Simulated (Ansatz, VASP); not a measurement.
**Al3C2 in VASP and in Ansatz**

```xyz
5
Lattice="3.1386 0.0000 0.0000 -1.5693 2.7181 0.0000 0.0000 0.0000 6.8018" Properties=species:S:1:pos:R:3 pbc="T T T"
Al    0.0000    0.0000    0.0000
Al    0.0000    1.8121    4.6876
Al    1.5693    0.9060    2.1142
C     0.0000    1.8121    1.2520
C     1.5693    0.9060    5.5499
```

Change from the starting cell: species swapped into the Ga3Ni2 type (P-3m1, No. 164).

Alike in both runs: functional PBE; k mesh 6 × 6 × 4; occupations gaussian, width 0.1 eV; no spin polarisation.

Ansatz relaxed the structure, and its values are those at the end. VASP's run is a single point on that final structure, the one shown.

```csv
,VASP,Ansatz
version,VASP 6.6.1,Ansatz 0.2.0
potentials or method,"VASP PAW PBE potentials, release 64 (Al, C), cutoff 520 eV","scalar-relativistic, plane waves, PAW"
valence electrons in the cell,17,17
```

```tsv
	VASP	Ansatz	Ansatz less VASP
gap on the k mesh at the Fermi level (eV)	none	none	-
pressure (GPa)	0.1	0.1	+0.04
rms of the force components (eV/Å)	0.006	0.007	+0.0006
```

A gap of «none» marks a metal or a gap that the smearing closes.

The k mesh is coarse, so the values compare programs but aren't converged.
